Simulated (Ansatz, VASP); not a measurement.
Two plane-wave programs on LiSe6

```xyz
7
Lattice="6.7379 0.0000 0.0000 0.0000 6.7379 0.0000 0.0000 0.0000 6.7379" Properties=species:S:1:pos:R:3 pbc="T T T"
Li    0.0000    0.0000    0.0000
Se    5.5838    3.3689    3.3689
Se    1.1541    3.3689    3.3689
Se    3.3689    3.3689    5.5838
Se    3.3689    3.3689    1.1541
Se    3.3689    1.1541    3.3689
Se    3.3689    5.5838    3.3689
```

Change from the starting cell: species swapped into the YbB6 type (Pm-3m, No. 221).

Alike in both runs: functional PBE; k mesh 4 × 4 × 4; occupations gaussian, width 0.1 eV; no spin polarisation.

Ansatz relaxed the structure, and its values are those at the end. VASP's run is a single point on that final structure, the one shown.

|  | VASP | Ansatz |
| --- | --- | --- |
| version | VASP 6.6.1 | Ansatz 0.2.0 |
| potentials or method | VASP PAW PBE potentials, release 64 (Li_sv, Se), cutoff 520 eV | scalar-relativistic, plane waves, PAW |
| valence electrons in the cell | 39 | 99 |

Ansatz gave:

```
gap on the k mesh at the Fermi level (eV) : none
rms of the force components (eV/Å)        : 0.003
```

Problem. Which values does VASP return?

Solution. gap on the k mesh at the Fermi level (eV): none; rms of the force components (eV/Å): 0.014.

A gap of «none» marks a metal or a gap that the smearing closes. VASP's potentials hold 39 valence electrons a cell and Ansatz's 99, so a difference there can come from the potentials and not from the codes.

Noted on VASP's run: the cutoff is under 1.25 times that of the potentials, so the pressure is a little rough.
